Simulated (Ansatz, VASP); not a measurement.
## One calculation of In6O, two programs

```
CELL_PARAMETERS angstrom
6.10758 0.00000 0.00000
-3.05379 5.28932 0.00000
0.00000 0.00000 5.65982
ATOMIC_POSITIONS crystal
In 0.66886 0.66886 0.26073
In 0.00000 0.66886 0.73927
In 0.66886 0.00000 0.73927
In 0.33114 0.33114 0.73927
In 0.00000 0.33114 0.26073
In 0.33114 0.00000 0.26073
O 0.00000 0.00000 0.00000
```

Change from the starting cell: species swapped into the Ti6O type (P-31m, No. 162).

Alike in both runs: task relaxation of cell and atoms; functional PBE; k mesh 3 × 3 × 3; occupations gaussian, width 0.2 eV; no spin polarisation.

|  | VASP | Ansatz |
| --- | --- | --- |
| version | VASP 6.6.1 | Ansatz 0.2.0 |
| potentials or method | VASP PAW PBE potentials, release 64 (In_d, O), cutoff 600 eV | scalar-relativistic, plane waves, PAW |
| valence electrons in the cell | 84 | 84 |

```tsv
	VASP	Ansatz	Ansatz less VASP
gap on the k mesh at the Fermi level, each at its own relaxed structure (eV)	none	none	-
relaxed volume (Å³/atom)	25.37	25.14	-0.229
relaxed cell length with the largest relative difference (Å)	5.843	5.804	-0.0382
```

A gap of «none» marks a metal or a gap that the smearing closes.

The k mesh is coarse, so the values compare programs but aren't converged.
